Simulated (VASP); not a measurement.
# CoO in VASP: further runs

CoO is run at these levels: PBEsol; tasks: single point.

Everything below comes from runs of VASP 6.6.1. Logs are shortened: lines on timing, memory, paths and dates and some standing lists are left out, and cuts for length are marked.

**1. The cell of the first run**

The structure is cubic, space group Fm-3m (No. 225). Conventional cell: a = 4.263 Å, b = 4.263 Å, c = 4.263 Å, α = 90.00°, β = 90.00°, γ = 90.00°. Within 2.8 Å of Co (site symmetry m-3m) lie 6 O at 2.13 Å. Within 2.8 Å of O (site symmetry m-3m) lie 6 Co at 2.13 Å.

**2. Single point, PBEsol, collinear spin, ferromagnetic start**

INCAR

```
SYSTEM = CoO
  ALGO = Normal
  EDIFF = 1E-7
  ENCUT = 520
  GGA = PS
  ISIF = 2
  ISMEAR = -1
  ISPIN = 2
  LASPH = .TRUE.
  LCHARG = .TRUE.
  LELF = .TRUE.
  LMAXMIX = 4
  LORBIT = 11
  LREAL = .FALSE.
  LVHAR = .TRUE.
  LWAVE = .FALSE.
  MAGMOM = 1.8 0
  NBANDS = 18
  NELM = 150
  PREC = Accurate
  SIGMA = 0.1
```

KPOINTS

```
k-points
0
G
  8 8 8
  0 0 0
```

POSCAR

```
CoO
1.0
    0.0000000000      2.1315000000      2.1315000000
    2.1315000000      0.0000000000      2.1315000000
    2.1315000000      2.1315000000      0.0000000000
Co O
1 1
Direct
    0.0000000000      0.0000000000      0.0000000000
    0.5000000000      0.5000000000      0.5000000000
```

Potentials or basis: VASP PAW PBE potentials, release 64 (Co, O).

Started as:

```console
$ cat potpaw_PBE.64/Co/POTCAR potpaw_PBE.64/O/POTCAR > POTCAR
$ mpirun -np 1 vasp_std > vasp.out
```

OUTCAR:

```text
SYSTEM = CoO
   EDIFF = 1E-7
   ENCUT = 520
   GGA = PS
   ISIF = 2
   ISMEAR = -1
   ISPIN = 2
   LASPH = .TRUE.
   LORBIT = 11
   LREAL = .FALSE.
   NELM = 150
   PREC = Accurate

 ion  position               nearest neighbor table
   1  0.000  0.000  0.000-   2 2.13   2 2.13   2 2.13   2 2.13   2 2.13   2 2.13
   2  0.500  0.500  0.500-   1 2.13   1 2.13   1 2.13   1 2.13   1 2.13   1 2.13

  LATTYP: Found a face centered cubic cell.
 ALAT       =     4.2630000000

  Lattice vectors:

 A1 = (   0.0000000000,   2.1315000000,   2.1315000000)
 A2 = (   2.1315000000,   0.0000000000,   2.1315000000)
 A3 = (   2.1315000000,   2.1315000000,   0.0000000000)

Analysis of symmetry for initial positions (statically):
=====================================================================
 Subroutine PRICEL returns:
 Original cell was already a primitive cell.

 Routine SETGRP: Setting up the symmetry group for a
 face centered cubic supercell.

 Subroutine GETGRP returns: Found 48 space group operations
 (whereof 48 operations were pure point group operations)
 out of a pool of 48 trial point group operations.

The static configuration has the point symmetry O_h .

Analysis of symmetry for dynamics (positions and initial velocities):
=====================================================================
 Subroutine PRICEL returns:
 Original cell was already a primitive cell.

 Routine SETGRP: Setting up the symmetry group for a
 face centered cubic supercell.

 Subroutine GETGRP returns: Found 48 space group operations
 (whereof 48 operations were pure point group operations)
 out of a pool of 48 trial point group operations.

The dynamic configuration has the point symmetry O_h .

Analysis of structural, dynamic, and magnetic symmetry:
=====================================================================
 Subroutine PRICEL returns:
 Original cell was already a primitive cell.

 Routine SETGRP: Setting up the symmetry group for a
 face centered cubic supercell.

 Subroutine GETGRP returns: Found 48 space group operations
 (whereof 48 operations were pure point group operations)
 out of a pool of 48 trial point group operations.

The overall configuration has the point symmetry O_h .

 Subroutine INISYM returns: Found 48 space group operations
 (whereof 48 operations are pure point group operations),
 and found     1 'primitive' translations

----------------------------------------------------------------------------------------

                                     Primitive cell

  volume of cell :      19.3681
[... 112 lines left out ...]
  Thomas-Fermi vector in A             =   2.614521
   LORBIT       =     11    0 simple, 1 ext, 2 COOP (PROOUT), +10 PAW based schemes
   GGA     = PS    functional components
   LHFCALC =     F    Hartree Fock is set to
   AEXX    =    0.0000 exact exchange contribution
   IVDW    =     0    specifies the selected vdW correction
   LEPSILON=     F    determine dielectric tensor
   LRPA    =     F    only Hartree local field effects (RPA)
 spin polarized calculation
  energy-cutoff  :      520.00
  volume of cell :       19.37
 maximum number of plane-waves:       544
 NGX is ok and might be reduce to    24
   NGX = 11   NGY = 11   NGZ = 11

 number of electron      15.0000007 magnetization       2.8776164

 Free energy of the ion-electron system (eV)
  ---------------------------------------------------
  ext. energy  EPLUGINS =         0.00000000
  ---------------------------------------------------
  free energy    TOTEN  =       -14.00625984 eV

  energy without entropy =      -13.89088723  energy(sigma->0) =      -13.94857353

 E-fermi :   7.7904     XC(G=0): -12.6477

 val. band max:        7.7892998133   @ k =  -0.3750   0.3750   0.0000
 cond. band min:       7.7946452976   @ k =   0.2500   0.2500   0.0000
 fundamental gap:      0.0053454843
 Fermi energy:         7.7904344627

 spin component 1

 k-point     1 :       0.0000    0.0000    0.0000
  band No.  band energies     occupation
      1     -12.4191      1.00000
      2       4.5439      1.00000
      3       4.5439      1.00000
      4       4.5734      1.00000
      5       4.5734      1.00000
      6       4.5734      1.00000
[... 493 lines left out ...]
     17      35.5036      0.00000
     18      36.7145      0.00000

 [... further k-points ...]

 spin component 2

 k-point     1 :       0.0000    0.0000    0.0000
  band No.  band energies     occupation
      1     -11.9059      1.00000
      2       5.1521      1.00000
      3       5.1521      1.00000
      4       5.1521      1.00000
      5       6.6950      0.99998
      6       6.6951      0.99998
[... 493 lines left out ...]
     17      35.8675      0.00000
     18      37.3396      0.00000

 [... further k-points ...]

------------------------ aborting loop because EDIFF is reached ----------------------------------------

  FORCE on cell =-STRESS in cart. coord.  units (eV):
  Direction    XX          YY          ZZ          XY          YZ          ZX
  --------------------------------------------------------------------------------------
  -------------------------------------------------------------------------------------
  Total       -1.3796360     -1.3796360     -1.3796360      0.0000000      0.0000000      0.0000000
  in kB     -114.1271791   -114.1271791   -114.1271791      0.0000000      0.0000000      0.0000000
  external PRESSURE =    -114.1271791 kB  Pullay stress =       0.0000000 kB

 VOLUME and BASIS-vectors are now :
 -----------------------------------------------------------------------------
  energy-cutoff  :      520.00
  volume of cell :       19.37
      direct lattice vectors                 reciprocal lattice vectors
     0.000000000  2.131500000  2.131500000    -0.234576589  0.234576589  0.234576589
     2.131500000  0.000000000  2.131500000     0.234576589 -0.234576589  0.234576589
     2.131500000  2.131500000  0.000000000     0.234576589  0.234576589 -0.234576589

 POSITION                                       TOTAL-FORCE (eV/Angst)
 -----------------------------------------------------------------------------------
      0.00000      0.00000      0.00000        -0.000000     -0.000000     -0.000000
      2.13150      2.13150      2.13150         0.000000      0.000000      0.000000
 -----------------------------------------------------------------------------------
    total drift:                                0.000000     -0.000000     -0.000000

  FREE ENERGIE OF THE ION-ELECTRON SYSTEM (eV)
  ---------------------------------------------------
  free  energy   TOTEN  =       -14.0062598383 eV

  energy  without entropy=      -13.8908872265  energy(sigma->0) =      -13.94857353

 total charge

# of ion       s       p       d       tot
------------------------------------------
    1        0.297   0.359   7.147   7.802
    2        1.551   3.396   0.000   4.947
--------------------------------------------------
tot          1.848   3.755   7.147  12.749

 magnetization (x)

# of ion       s       p       d       tot
------------------------------------------
    1        0.020   0.017   2.490   2.527
    2        0.029   0.268   0.000   0.297
--------------------------------------------------
tot          0.048   0.286   2.490   2.824
```

OSZICAR:

```text
N       E                     dE             d eps       ncg     rms          rms(c)
DAV:   1     0.766803991552E+02    0.76680E+02   -0.63998E+03  2144   0.950E+02
DAV:   2    -0.112676624709E+02   -0.87948E+02   -0.76424E+02  2190   0.221E+02
DAV:   3    -0.162012608359E+02   -0.49336E+01   -0.47104E+01  2430   0.553E+01
DAV:   4    -0.162551369803E+02   -0.53876E-01   -0.53832E-01  2522   0.549E+00
DAV:   5    -0.162563976840E+02   -0.12607E-02   -0.12603E-02  2594   0.821E-01    0.157E+01
DAV:   6    -0.154879729273E+02    0.76842E+00   -0.16218E+01  2550   0.603E+01    0.194E+01
DAV:   7    -0.141076869884E+02    0.13803E+01   -0.79562E+00  2562   0.477E+01    0.805E+00
DAV:   8    -0.140304883697E+02    0.77199E-01   -0.36181E-01  2876   0.947E+00    0.413E+00
DAV:   9    -0.140098151325E+02    0.20673E-01   -0.30247E-01  3032   0.947E+00    0.330E+00
DAV:  10    -0.140130495846E+02   -0.32345E-02   -0.67276E-02  2922   0.488E+00    0.115E+00
DAV:  11    -0.140062126357E+02    0.68369E-02   -0.45580E-02  2944   0.352E+00    0.409E-01
DAV:  12    -0.140063144993E+02   -0.10186E-03   -0.42259E-03  2550   0.682E-01    0.136E-01
DAV:  13    -0.140062860207E+02    0.28479E-04   -0.27001E-04  2614   0.138E-01    0.107E-01
DAV:  14    -0.140062591083E+02    0.26912E-04   -0.64448E-05  3142   0.121E-01    0.216E-02
DAV:  15    -0.140062601827E+02   -0.10744E-05   -0.72378E-06  2672   0.255E-02    0.180E-02
DAV:  16    -0.140062595588E+02    0.62391E-06   -0.27803E-06  2762   0.265E-02    0.650E-03
DAV:  17    -0.140062598000E+02   -0.24119E-06   -0.11568E-06  2920   0.174E-02    0.231E-03
DAV:  18    -0.140062598383E+02   -0.38335E-07   -0.22034E-07  1746   0.437E-03
   1 F= -.14006260E+02 E0= -.13948574E+02  d E =-.115373E+00  mag=     2.8776
```

stdout:

```text
POSCAR found type information on POSCAR CoO
 POSCAR found :  2 types and       2 ions
 scaLAPACK will be used
 -----------------------------------------------------------------------------
|                                                                             |
|                                                                             |
|     You enforced a specific xc type in the INCAR file but a different       |
|     I HOPE YOU KNOW WHAT YOU ARE DOING!                                     |
|                                                                             |
 -----------------------------------------------------------------------------

 LDA part: xc-table for (Slater+PW92), standard interpolation
 POSCAR, INCAR and KPOINTS ok, starting setup
 FFT: planning ... GRIDC
 FFT: planning ... GRID_SOFT
 FFT: planning ... GRID
 WAVECAR not read
 entering main loop
```

It took 45 s on 1 thread of AMD EPYC 7R43 (Zen 3), shared host; peak memory 0.11 GiB.

What came out:

```
Free energy                                           : -14.0063 eV
Pressure                                              : -11.4 GPa
Net moment                                            : 2.88 μB per cell
Site moments                                          : Co +2.53; O +0.30 μB
Valence electrons inside the program's atomic spheres : Co 7.80; O 4.95
```

Levels at points of the mesh, in eV from the Fermi level:
Spin up:
```csv
k point,band 6,band 7,band 8,band 9,band 10,band 11,band 12,band 13
"(0.00, 0.00, 0.00)",-3.22,-3.10,-3.10,-3.10,0.83,16.56,17.90,17.90
"(0.50, 0.00, 0.00)",-2.36,-1.83,0.09,0.09,4.85,9.16,13.21,13.21
"(0.50, 0.50, 0.00)",-2.89,-2.39,-2.08,-2.08,5.68,9.61,11.46,15.52
```
Spin down:
```csv
k point,band 2,band 3,band 4,band 5,band 6,band 7,band 8,band 9,band 10,band 11
"(0.00, 0.00, 0.00)",-2.64,-2.64,-2.64,-1.10,-1.10,-1.10,-0.13,-0.13,1.38,16.51
"(0.50, 0.00, 0.00)",-7.68,-4.73,-4.73,-0.12,-0.12,0.19,2.54,2.54,5.15,9.96
"(0.50, 0.50, 0.00)",-6.49,-3.90,-3.90,-2.25,0.15,0.15,0.34,0.81,6.51,10.10
```

Caveat: the PAW data sets were made with another functional, which shifts forces and pressure a little; a cell with one magnetic atom can't hold antiferromagnetic order, which such compounds often take; semilocal functionals often make such compounds metallic where correlation or magnetic order opens a gap, which also shifts bond lengths. With open d or f shells a metallic result of PBEsol can be an artefact of self-interaction; +U or a hybrid may open a gap.

**3. Single point, PBEsol, collinear spin, ferromagnetic start**

INCAR

```
PREC     = Accurate       # precision mode
ENCUT    = 520            # plane-wave cutoff, eV
EDIFF    = 1E-7           # SCF threshold, eV
ISMEAR   = -1             # smearing method
SIGMA    = 0.1            # smearing width, eV
LREAL    = F              # projectors in reciprocal space
LASPH    = T              # aspherical terms in the spheres
NELM     = 150            # most SCF steps
ALGO     = Normal         # electronic algorithm
ISIF     = 2              # what is computed and relaxed
LWAVE    = F              # write WAVECAR
LCHARG   = T              # write CHGCAR
ISPIN    = 2              # spin polarisation
MAGMOM   = 1.8 0          # initial moments
LORBIT   = 11             # projections on sites
LMAXMIX  = 4              # l up to which the mixer works
GGA      = PS             # functional
LELF     = T              # ELF
LVHAR    = T            
NBANDS   = 18             # bands
```

KPOINTS

```
Automatic mesh
0
Gamma
  8 8 8
```

POSCAR: that of step 2 with these lines changed.

```diff
@@ -8,3 +8,3 @@
 Direct
-    0.0000000000      0.0000000000      0.0000000000
+    0.0050000000      0.0000000000      0.0000000000
     0.5000000000      0.5000000000      0.5000000000
```

Potentials or basis: VASP PAW PBE potentials, release 64 (Co, O).

Started as:

```console
$ cat potpaw_PBE.64/Co/POTCAR potpaw_PBE.64/O/POTCAR > POTCAR
$ mpirun -np 1 vasp_std > vasp.out
```

Run time: 2.6 min. Hardware: 1 thread of AMD EPYC 7R43 (Zen 3), shared host; peak memory 0.15 GiB.

The run converged. Its results:

| Quantity | Value |
| --- | --- |
| Free energy | -14.0062 eV |
| Pressure | -11.4 GPa |
| Net moment | 2.88 μB per cell |
| Site moments | Co +2.53; O +0.30 μB |
| Valence electrons inside the program's atomic spheres | Co 7.80; O 4.95 |

Forces on the atoms (eV/Å):
```
Co   0.000 -0.002 -0.002
O    0.000  0.002  0.002
```

Levels at points of the mesh, in eV from the Fermi level:
Spin up:
```
           k point  band 5  band 6  band 7  band 8  band 9  band 10  band 11  band 12  band 13  band 14
(0.00, 0.00, 0.00)   -3.20   -3.15   -3.10   -3.07   -3.07     0.83    16.56    17.90    17.90    17.90
(0.50, 0.00, 0.00)   -2.36   -2.36   -1.83    0.09    0.09     4.85     9.16    13.21    13.21    20.21
(0.00, 0.50, 0.00)   -2.36   -2.36   -1.83    0.08    0.09     4.85     9.16    13.21    13.21    20.21
(0.50, 0.50, 0.00)   -3.96   -2.89   -2.39   -2.08   -2.08     5.68     9.61    11.45    15.52    15.52
(0.00, 0.50, 0.50)   -3.96   -2.89   -2.39   -2.08   -2.08     5.68     9.61    11.45    15.52    15.53
```
Spin down:
```
           k point  band 2  band 3  band 4  band 5  band 6  band 7  band 8  band 9  band 10  band 11
(0.00, 0.00, 0.00)   -2.64   -2.64   -2.64   -1.10   -1.09   -1.09   -0.13   -0.13     1.38    16.51
(0.50, 0.00, 0.00)   -7.68   -4.73   -4.73   -0.12   -0.11    0.19    2.54    2.54     5.15     9.96
(0.00, 0.50, 0.00)   -7.68   -4.73   -4.73   -0.12   -0.11    0.19    2.54    2.54     5.16     9.96
(0.50, 0.50, 0.00)   -6.49   -3.90   -3.90   -2.24    0.15    0.15    0.34    0.81     6.51    10.10
(0.00, 0.50, 0.50)   -6.49   -3.90   -3.90   -2.24    0.15    0.15    0.34    0.81     6.51    10.10
```

Caveat: the PAW data sets were made with another functional, which shifts forces and pressure a little; a cell with one magnetic atom can't hold antiferromagnetic order, which such compounds often take; semilocal functionals often make such compounds metallic where correlation or magnetic order opens a gap, which also shifts bond lengths.

**4. Single point, PBEsol, collinear spin, ferromagnetic start**

INCAR

```
SYSTEM = CoO
PREC = Accurate
ENCUT = 520
EDIFF = 1E-7
ISMEAR = -1
SIGMA = 0.1
LREAL = .False.
LASPH = .True.
NELM = 150
ALGO = Normal
ISIF = 2
LWAVE = .False.
LCHARG = .False.
ISPIN = 2
MAGMOM = 1.8 0
LORBIT = 11
LMAXMIX = 4
GGA = PS
NBANDS = 18
```

KPOINTS

```
regular mesh
0
Gamma
  8 8 8
  0 0 0
```

POSCAR: that of step 3 with these lines changed.

```diff
@@ -8,3 +8,3 @@
 Direct
-    0.0050000000      0.0000000000      0.0000000000
+    0.0100000000      0.0000000000      0.0000000000
     0.5000000000      0.5000000000      0.5000000000
```

Potentials or basis: VASP PAW PBE potentials, release 64 (Co, O).

Started as:

```console
$ cat potpaw_PBE.64/Co/POTCAR potpaw_PBE.64/O/POTCAR > POTCAR
$ mpirun -np 1 vasp_std > vasp.out
```

OUTCAR:

```text
SYSTEM = CoO
   PREC = Accurate
   ENCUT = 520
   EDIFF = 1E-7
   ISMEAR = -1
   LREAL = .False.
   LASPH = .True.
   NELM = 150
   ISIF = 2
   ISPIN = 2
   LORBIT = 11
   GGA = PS

 ion  position               nearest neighbor table
   1  0.010  0.000  0.000-   2 2.11   2 2.11   2 2.13   2 2.13   2 2.15   2 2.15
   2  0.500  0.500  0.500-   1 2.11   1 2.11   1 2.13   1 2.13   1 2.15   1 2.15

  LATTYP: Found a face centered cubic cell.
 ALAT       =     4.2630000000

  Lattice vectors:

 A1 = (   0.0000000000,   2.1315000000,   2.1315000000)
 A2 = (   2.1315000000,   0.0000000000,   2.1315000000)
 A3 = (   2.1315000000,   2.1315000000,   0.0000000000)

Analysis of symmetry for initial positions (statically):
=====================================================================
 Subroutine PRICEL returns:
 Original cell was already a primitive cell.

 Routine SETGRP: Setting up the symmetry group for a
 face centered cubic supercell.

[... 703 lines left out ...]
      5       6.6952      0.99998
      6       6.7082      0.99998
[... 493 lines left out ...]
     17      35.7821      0.00000
     18      36.0029      0.00000

 [... further k-points ...]

------------------------ aborting loop because EDIFF is reached ----------------------------------------

  FORCE on cell =-STRESS in cart. coord.  units (eV):
  Direction    XX          YY          ZZ          XY          YZ          ZX
  --------------------------------------------------------------------------------------
  -------------------------------------------------------------------------------------
  Total       -1.3841454     -1.3682464     -1.3682464      0.0000000     -0.0035952      0.0000000
  in kB     -114.5002132   -113.1850073   -113.1850073      0.0000000     -0.2974050      0.0000000
  external PRESSURE =    -113.6234093 kB  Pullay stress =       0.0000000 kB

 VOLUME and BASIS-vectors are now :
 -----------------------------------------------------------------------------
  energy-cutoff  :      520.00
  volume of cell :       19.37
      direct lattice vectors                 reciprocal lattice vectors
     0.000000000  2.131500000  2.131500000    -0.234576589  0.234576589  0.234576589
     2.131500000  0.000000000  2.131500000     0.234576589 -0.234576589  0.234576589
     2.131500000  2.131500000  0.000000000     0.234576589  0.234576589 -0.234576589

 POSITION                                       TOTAL-FORCE (eV/Angst)
 -----------------------------------------------------------------------------------
      0.00000      0.02131      0.02131         0.000000     -0.004260     -0.004260
      2.13150      2.13150      2.13150        -0.000000      0.004260      0.004260
 -----------------------------------------------------------------------------------
    total drift:                               -0.000000     -0.000015     -0.000014

  FREE ENERGIE OF THE ION-ELECTRON SYSTEM (eV)
  ---------------------------------------------------
  free  energy   TOTEN  =       -14.0061544066 eV

  energy  without entropy=      -13.8909430543  energy(sigma->0) =      -13.94854873

 total charge

# of ion       s       p       d       tot
------------------------------------------
    1        0.297   0.359   7.147   7.803
    2        1.551   3.396   0.000   4.947
--------------------------------------------------
tot          1.848   3.755   7.147  12.750

 magnetization (x)

# of ion       s       p       d       tot
------------------------------------------
    1        0.020   0.018   2.490   2.527
    2        0.029   0.269   0.000   0.298
--------------------------------------------------
tot          0.048   0.286   2.490   2.824
```

It took 3.1 min on 1 thread of AMD EPYC 7R43 (Zen 3), shared host; peak memory 0.15 GiB.

Results:

* Free energy: -14.0062 eV
* Pressure: -11.4 GPa
* Largest force: 0.006 eV/Å
* Net moment: 2.88 μB per cell
* Site moments: Co +2.53; O +0.30 μB
* Valence electrons inside the program's atomic spheres: Co 7.80; O 4.95

Forces on the atoms (eV/Å):
```
Co   0.000 -0.004 -0.004
O    0.000  0.004  0.004
```

Caveat: the PAW data sets were made with another functional, which shifts forces and pressure a little; a cell with one magnetic atom can't hold antiferromagnetic order, which such compounds often take; semilocal functionals often make such compounds metallic where correlation or magnetic order opens a gap, which also shifts bond lengths. With open d or f shells a metallic result of PBEsol can be an artefact of self-interaction; +U or a hybrid may open a gap.
